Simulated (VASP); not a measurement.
# BaTiO3 (an interface model) in VASP: single point with PBE

Aim: the single point of BaTiO3 (an interface model) with PBE.

All numbers are computed with VASP 6.6.1; they aren't measurements. Logs are shortened: lines on timing, memory, paths and dates and some standing lists are left out, and cuts for length are marked.

### 1 The cell of the first run

The cell holds layers of an interface, 30 atoms: a = 5.684 Å, b = 5.684 Å, c = 14.492 Å, α = 90.00°, β = 90.00°, γ = 120.00°.

### 2 Single point, PBE

INCAR

```
PREC = Accurate
ENCUT = 520
EDIFF = 1E-6
ISMEAR = -4
SIGMA = 0.05
LREAL = F
LASPH = T
NELM = 120
ALGO = Normal
ISIF = 2
LWAVE = F
LCHARG = T
GGA = PE
LELF = T
LVHAR = T
NELECT = 241.0
NBANDS = 141
GGA_COMPAT = F
```

KPOINTS

```
Automatic mesh
0
Gamma
  6 6 2
```

POSCAR

```
BaTiO3
1.0
    5.6840752847      0.0000000000      0.0000000000
   -2.8420376423      4.9225535936      0.0000000000
    0.0000000000      0.0000000000     14.4919037545
Ba Ti O
6 6 18
Direct
    0.3333333333      0.6666666667      0.1143723622
    0.0000000000      1.0000000000      0.2500000000
    0.6666666667      0.3333333333      0.3856276378
    0.3333333333      0.6666666667      0.8856276378
    0.0000000000      1.0000000000      0.7500000000
    0.6666666667      0.3333333333      0.6143723622
    0.0000000000      0.0000000000      0.0000000000
    0.6666666667      0.3333333333      0.1554456566
    0.3333333333      0.6666666667      0.3445543434
    0.6666666667      0.3333333333      0.8445543434
    0.3333333333      0.6666666667      0.6554456566
    1.0000000000      1.0000000000      0.5000000000
    0.8383702348      0.1616297652      0.0890447052
    0.5000000000      0.5000000000      0.2500000000
    0.1616297652      0.8383702348      0.4109552948
    0.8383702348      0.6767404697      0.0890447052
    0.5000000000      0.0000000000      0.2500000000
    0.1616297652      0.3232595303      0.4109552948
    0.3232595303      0.1616297652      0.0890447052
    0.0000000000      0.5000000000      0.2500000000
    0.6767404697      0.8383702348      0.4109552948
    0.8383702348      0.1616297652      0.9109552948
    0.5000000000      0.5000000000      0.7500000000
    0.1616297652      0.8383702348      0.5890447052
    0.8383702348      0.6767404697      0.9109552948
    0.5000000000      0.0000000000      0.7500000000
    0.1616297652      0.3232595303      0.5890447052
    0.3232595303      0.1616297652      0.9109552948
    0.0000000000      0.5000000000      0.7500000000
    0.6767404697      0.8383702348      0.5890447052
```

Potentials or basis: VASP PAW PBE potentials, release 64 (Ba_sv, Ti_sv, O).

Launch:

```sh
$ cat potpaw_PBE.64/Ba_sv/POTCAR potpaw_PBE.64/Ti_sv/POTCAR potpaw_PBE.64/O/POTCAR > POTCAR
$ mpirun -np 1 vasp_std > vasp.out
```

OUTCAR:

```text
PREC = Accurate
   ENCUT = 520
   EDIFF = 1E-6
   ISMEAR = -4
   LREAL = F
   LASPH = T
   NELM = 120
   ISIF = 2
   GGA = PE
   NELECT = 241.0

 ion  position               nearest neighbor table
   1  0.333  0.667  0.114-  17 2.56  20 2.56  14 2.56  19 2.87  16 2.87  19 2.87  16 2.87  13 2.87
                            13 2.87   4 3.31   8 3.34   8 3.34   8 3.34   9 3.34   7 3.68   7 3.68
   2  0.000  0.000  0.250-  16 2.82  18 2.82  19 2.82  21 2.82  13 2.82  15 2.82  20 2.84  20 2.84
                            17 2.84  17 2.84  14 2.84  14 2.84   8 3.56   9 3.56   8 3.56   9 3.56
   3  0.667  0.333  0.386-  17 2.56  20 2.56  14 2.56  21 2.87  18 2.87  21 2.87  18 2.87  15 2.87
                            15 2.87   6 3.31   9 3.34   9 3.34   9 3.34   8 3.34  12 3.68  12 3.68
   4  0.333  0.667  0.886-  26 2.56  29 2.56  23 2.56  28 2.87  25 2.87  28 2.87  25 2.87  22 2.87
                            22 2.87   1 3.31  10 3.34  10 3.34  10 3.34  11 3.34   7 3.68   7 3.68
   5  0.000  0.000  0.750-  25 2.82  27 2.82  28 2.82  30 2.82  22 2.82  24 2.82  29 2.84  29 2.84
                            26 2.84  26 2.84  23 2.84  23 2.84  10 3.56  11 3.56  10 3.56  11 3.56
   6  0.667  0.333  0.614-  26 2.56  29 2.56  23 2.56  30 2.87  27 2.87  30 2.87  27 2.87  24 2.87
                            24 2.87   3 3.31  11 3.34  11 3.34  11 3.34  10 3.34  12 3.68  12 3.68
   7  0.000  0.000  0.000-  16 2.05  25 2.05  19 2.05  28 2.05  13 2.05  22 2.05   2 3.62   5 3.62
                             4 3.68   1 3.68   1 3.68   4 3.68   1 3.68   4 3.68
   8  0.667  0.333  0.155-  13 1.95  16 1.95  19 1.95  17 2.14  20 2.14  14 2.14   1 3.34   1 3.34
                             1 3.34   3 3.34   2 3.56   2 3.56   2 3.56
   9  0.333  0.667  0.345-  15 1.95  18 1.95  21 1.95  17 2.14  20 2.14  14 2.14   3 3.34   3 3.34
                             3 3.34   1 3.34   2 3.56   2 3.56   2 3.56
  10  0.667  0.333  0.845-  22 1.95  25 1.95  28 1.95  26 2.14  29 2.14  23 2.14   4 3.34   4 3.34
                             4 3.34   6 3.34   5 3.56   5 3.56   5 3.56
  11  0.333  0.667  0.655-  24 1.95  27 1.95  30 1.95  26 2.14  29 2.14  23 2.14   6 3.34   6 3.34
                             6 3.34   4 3.34   5 3.56   5 3.56   5 3.56
  12  0.000  0.000  0.500-  18 2.05  27 2.05  21 2.05  30 2.05  15 2.05  24 2.05   2 3.62   5 3.62
                             3 3.68   6 3.68   3 3.68   6 3.68   3 3.68   6 3.68
  13  0.838  0.162  0.089-   8 1.95   7 2.05   2 2.82   1 2.87   1 2.87
  14  0.500  0.500  0.250-   8 2.14   9 2.14   1 2.56   3 2.56   2 2.84   2 2.84
  15  0.162  0.838  0.411-   9 1.95  12 2.05   2 2.82   3 2.87   3 2.87
  16  0.838  0.677  0.089-   8 1.95   7 2.05   2 2.82   1 2.87   1 2.87
  17  0.500  0.000  0.250-   8 2.14   9 2.14   1 2.56   3 2.56   2 2.84   2 2.84
  18  0.162  0.323  0.411-   9 1.95  12 2.05   2 2.82   3 2.87   3 2.87
  19  0.323  0.162  0.089-   8 1.95   7 2.05   2 2.82   1 2.87   1 2.87
  20  0.000  0.500  0.250-   8 2.14   9 2.14   1 2.56   3 2.56   2 2.84   2 2.84
  21  0.677  0.838  0.411-   9 1.95  12 2.05   2 2.82   3 2.87   3 2.87
  22  0.838  0.162  0.911-  10 1.95   7 2.05   5 2.82   4 2.87   4 2.87
  23  0.500  0.500  0.750-  10 2.14  11 2.14   4 2.56   6 2.56   5 2.84   5 2.84
  24  0.162  0.838  0.589-  11 1.95  12 2.05   5 2.82   6 2.87   6 2.87
  25  0.838  0.677  0.911-  10 1.95   7 2.05   5 2.82   4 2.87   4 2.87
  26  0.500  0.000  0.750-  10 2.14  11 2.14   4 2.56   6 2.56   5 2.84   5 2.84
  27  0.162  0.323  0.589-  11 1.95  12 2.05   5 2.82   6 2.87   6 2.87
  28  0.323  0.162  0.911-  10 1.95   7 2.05   5 2.82   4 2.87   4 2.87
  29  0.000  0.500  0.750-  10 2.14  11 2.14   4 2.56   6 2.56   5 2.84   5 2.84
  30  0.677  0.838  0.589-  11 1.95  12 2.05   5 2.82   6 2.87   6 2.87

  LATTYP: Found a hexagonal cell.
 ALAT       =     5.6840752847
 C/A-ratio  =     2.5495622469

  Lattice vectors:

 A1 = (   5.6840752847,   0.0000000000,   0.0000000000)
 A2 = (  -2.8420376423,   4.9225535936,   0.0000000000)
 A3 = (   0.0000000000,   0.0000000000,  14.4919037545)

Analysis of symmetry for initial positions (statically):
=====================================================================
 Subroutine PRICEL returns:
 Original cell was already a primitive cell.

 Routine SETGRP: Setting up the symmetry group for a
 hexagonal supercell.

 Subroutine GETGRP returns: Found 24 space group operations
 (whereof 12 operations were pure point group operations)
 out of a pool of 24 trial point group operations.

The static configuration has the point symmetry D_3h.
 The point group associated with its full space group is D_6h.

Analysis of symmetry for dynamics (positions and initial velocities):
=====================================================================
 Subroutine PRICEL returns:
 Original cell was already a primitive cell.

 Routine SETGRP: Setting up the symmetry group for a
 hexagonal supercell.

 Subroutine GETGRP returns: Found 24 space group operations
 (whereof 12 operations were pure point group operations)
 out of a pool of 24 trial point group operations.

The dynamic configuration has the point symmetry D_3h.
 The point group associated with its full space group is D_6h.

 Subroutine INISYM returns: Found 24 space group operations
 (whereof 12 operations are pure point group operations),
[... 85 lines left out ...]
Automatic generation of k-mesh.
 Grid dimensions read from file:
 generate k-points for:    6    6    2

 Generating k-lattice:

  Cartesian coordinates                     Fractional coordinates (reciprocal lattice)
     0.029321685  0.016928883  0.000000000     0.166666667  0.000000000  0.000000000
     0.000000000  0.033857766  0.000000000     0.000000000  0.166666667  0.000000000
     0.000000000  0.000000000  0.034502023     0.000000000  0.000000000  0.500000000

  Length of vectors
     0.033857766  0.033857766  0.034502023

  Shift w.r.t. Gamma in fractional coordinates (k-lattice)
     0.000000000  0.000000000  0.000000000

 TETIRR: Found     71 inequivalent tetrahedra from      432

 Subroutine IBZKPT returns following result:
 ===========================================

 Found     14 irreducible k-points:

 Following reciprocal coordinates:
            Coordinates               Weight
  0.000000  0.000000  0.000000      1.000000
  0.166667  0.000000  0.000000      6.000000
  0.333333  0.000000  0.000000      6.000000
  0.500000  0.000000  0.000000      3.000000
  0.166667  0.166667  0.000000      6.000000
  0.333333  0.166667  0.000000     12.000000
  0.333333  0.333333  0.000000      2.000000
  0.000000  0.000000  0.500000      1.000000
  0.166667  0.000000  0.500000      6.000000
  0.333333  0.000000  0.500000      6.000000
  0.500000  0.000000  0.500000      3.000000
  0.166667  0.166667  0.500000      6.000000
  0.333333  0.166667  0.500000     12.000000
  0.333333  0.333333  0.500000      2.000000
   k-points           NKPTS =     14   k-points in BZ     NKDIM =     14   number of bands    NBANDS=    141
   number of dos      NEDOS =    301   number of ions     NIONS =     30
   total plane-waves  NPLWV = 190512
   dimension x,y,z NGX =    42 NGY =   42 NGZ =  108
   dimension x,y,z NGXF=    84 NGYF=   84 NGZF=  216
   ions per type =               6   6  18
   NGX,Y,Z   is equivalent  to a cutoff of  12.28, 12.28, 12.39 a.u.
   NGXF,Y,Z  is equivalent  to a cutoff of  24.57, 24.57, 24.78 a.u.
 SYSTEM =  unknown system
   PREC   = accura    normal or accurate (medium, high low for compatibility)
   ISTART =      0    job   : 0-new  1-cont  2-samecut
   ICHARG =      2    charge: 1-file 2-atom 10-const
   ISPIN  =      1    spin polarized calculation?
   LNONCOLLINEAR =      F non collinear calculations
   LSORBIT =      F    spin-orbit coupling
   LASPH  =      T    aspherical Exc in radial PAW
   ENCUT  =  520.0 eV  38.22 Ry    6.18 a.u.  10.57 10.57 26.95*2*pi/ulx,y,z
   NELM   =    120;   NELMIN=  2; NELMDL= -5     # of ELM steps
   EDIFF  = 0.1E-05   stopping-criterion for ELM
   LREAL  =      F    real-space projection
   EDIFFG = 0.1E-04   stopping-criterion for IOM
   NSW    =      0    number of steps for IOM
   IBRION =     -1    ionic relax: 0-MD 1-quasi-New 2-CG
   NFREE  =      0    steps in history (QN), initial steepest desc. (CG)
   ISIF   =      2    stress and relaxation
   ISYM   =      2    0-nonsym 1-usesym 2-fastsym
   POTIM  = 0.5000    time-step for ionic-motion
   TEBEG  =    0.0;   TEEND  =   0.0 temperature during run
   PSTRESS=    0.0 pullay stress
   NELECT =     241.0000    total number of electrons
   NUPDOWN=      -1.0000    fix difference up-down
   EMIN   =  10.00;   EMAX   =-10.00  energy-range for DOS
   EFERMI =   0.00;   METHOD = LEGACY
   ISMEAR =    -4;   SIGMA  =   0.05  broadening in eV -4-tet -1-fermi 0-gaus
   EFERMI_NEDOS =   21; number of points for ismear=-14 and -15
   IALGO  =     38    algorithm
   IMIX   =      4    mixing-type and parameters
     AMIX     =   0.40;   BMIX     =  1.00
     AMIX_MAG =   1.60;   BMIX_MAG =  1.00
  volume/ion in A,a.u.               =      13.52        91.21
  Fermi-wavevector in a.u.,A,eV,Ry     =   1.376434  2.601082 25.777183  1.894570
  Thomas-Fermi vector in A             =   2.501679
   LORBIT       =      0    0 simple, 1 ext, 2 COOP (PROOUT), +10 PAW based schemes
   GGA     = PE    functional components
   LHFCALC =     F    Hartree Fock is set to
   AEXX    =    0.0000 exact exchange contribution
   IVDW    =     0    specifies the selected vdW correction
   LEPSILON=     F    determine dielectric tensor
   LRPA    =     F    only Hartree local field effects (RPA)
 non-spin polarized calculation
 Fermi weights with tetrahedron method witout Bloechl corrections
  energy-cutoff  :      520.00
  volume of cell :      405.49
 maximum number of plane-waves:     10964
   NGX = 21   NGY = 21   NGZ = 53

 number of electron     240.9999964 magnetization

 Free energy of the ion-electron system (eV)
  ---------------------------------------------------
  ext. energy  EPLUGINS =         0.00000000
  ---------------------------------------------------
  free energy    TOTEN  =      -227.72599363 eV

  energy without entropy =     -227.72599363  energy(sigma->0) =     -227.72599363

 E-fermi :   5.7177     XC(G=0): -10.9620

 val. band max:        5.7235251858   @ k =   0.1667   0.0000   0.5000
 cond. band min:       5.6911662777   @ k =   0.1667   0.0000   0.0000
 fundamental gap:     -0.0323589081
 Fermi energy:         5.7177361408

 k-point     1 :       0.0000    0.0000    0.0000
  band No.  band energies     occupation
      1     -53.1488      2.00000
      2     -53.1488      2.00000
      3     -52.8768      2.00000
      4     -52.8768      2.00000
      5     -52.8763      2.00000
      6     -52.8762      2.00000
[... 1879 lines left out ...]
    131       6.9486      0.00000
    132       6.9486      0.00000
 [bands above 132 left out]

------------------------ aborting loop because EDIFF is reached ----------------------------------------

  FORCE on cell =-STRESS in cart. coord.  units (eV):
  Direction    XX          YY          ZZ          XY          YZ          ZX
  --------------------------------------------------------------------------------------
  -------------------------------------------------------------------------------------
  Total        7.0568026      7.0568026     16.6004361      0.0000000      0.0000000     -0.0000000
  in kB       27.8832143     27.8832143     65.5925270      0.0000000      0.0000000     -0.0000000
  external PRESSURE =      40.4529852 kB  Pullay stress =       0.0000000 kB

 VOLUME and BASIS-vectors are now :
 -----------------------------------------------------------------------------
  energy-cutoff  :      520.00
  volume of cell :      405.49
      direct lattice vectors                 reciprocal lattice vectors
     5.684075285  0.000000000  0.000000000     0.175930112  0.101573297  0.000000000
    -2.842037642  4.922553594  0.000000000     0.000000000  0.203146595  0.000000000
     0.000000000  0.000000000 14.491903754     0.000000000  0.000000000  0.069004046

 POSITION                                       TOTAL-FORCE (eV/Angst)
 -----------------------------------------------------------------------------------
     -0.00000      3.28170      1.65747         0.000000     -0.000000     -0.294094
      0.00000      0.00000      3.62298         0.000000     -0.000000     -0.000000
      2.84204      1.64085      5.58848         0.000000     -0.000000      0.294094
     -0.00000      3.28170     12.83443         0.000000     -0.000000      0.294094
      0.00000      0.00000     10.86893         0.000000     -0.000000      0.000000
      2.84204      1.64085      8.90343         0.000000     -0.000000     -0.294094
[... 22 lines left out ...]
     -1.42102      2.46128     10.86893         0.000000     -0.000000      0.000000
      1.46396      4.12692      8.53638        -0.044622     -0.025763      0.070775
 -----------------------------------------------------------------------------------
    total drift:                               -0.000000      0.000000      0.000000

  FREE ENERGIE OF THE ION-ELECTRON SYSTEM (eV)
  ---------------------------------------------------
  free  energy   TOTEN  =      -227.7259936338 eV

  energy  without entropy=     -227.7259936338  energy(sigma->0) =     -227.72599363
```

Wall time 28 min (1 thread of Intel Xeon Platinum 8488C (Sapphire Rapids), shared host); peak memory 0.81 GiB.

Results:

```
Free energy   : -227.7260 eV
Largest force : 0.294 eV/Å
```

Forces in eV/Å, atoms in the order of the input:
```
Ba   0.000  0.000 -0.294
Ba   0.000  0.000  0.000
Ba   0.000  0.000  0.294
Ba   0.000  0.000  0.294
Ba   0.000  0.000  0.000
Ba   0.000  0.000 -0.294
Ti   0.000  0.000  0.000
Ti   0.000  0.000 -0.062
Ti   0.000  0.000  0.062
Ti   0.000  0.000  0.062
Ti   0.000  0.000 -0.062
Ti   0.000  0.000  0.000
O   -0.045  0.026  0.071
O    0.000  0.000  0.000
O    0.045 -0.026 -0.071
O    0.000 -0.052  0.071
O    0.000  0.000  0.000
O    0.000  0.052 -0.071
O    0.045  0.026  0.071
O    0.000  0.000  0.000
O   -0.045 -0.026 -0.071
O   -0.045  0.026 -0.071
O    0.000  0.000  0.000
O    0.045 -0.026  0.071
O    0.000 -0.052 -0.071
O    0.000  0.000  0.000
O    0.000  0.052  0.071
O    0.045  0.026 -0.071
O    0.000  0.000  0.000
O   -0.045 -0.026  0.071
```

Levels at points of the mesh, in eV from the Fermi level:
```tsv
k point	band 117	band 118	band 119	band 120	band 121	band 122	band 123	band 124
(0.00, 0.00, 0.00)	-2.28	-2.18	-2.02	-2.02	-0.26	-0.26	-0.15	0.28
(0.50, 0.00, 0.00)	-2.55	-2.49	-2.25	-2.14	-0.15	0.27	0.81	0.84
(0.00, 0.00, 0.50)	-2.24	-2.24	-2.22	-2.22	-0.01	-0.01	-0.01	-0.01
(0.50, 0.00, 0.50)	-2.61	-2.61	-2.20	-2.20	0.03	0.03	0.86	0.86
```

Caveat: the cell carries a net charge on a neutralising background, which shifts energy and pressure; the cell is charged against a uniform background, so pressure and absolute levels hang on convention; spin-orbit coupling is left out, which moves the levels of the heavy elements; an odd number of electrons without spin polarisation forces a metal; a magnetic or distorted state may lie lower; semilocal functionals often make such compounds metallic where correlation or magnetic order opens a gap, which also shifts bond lengths.
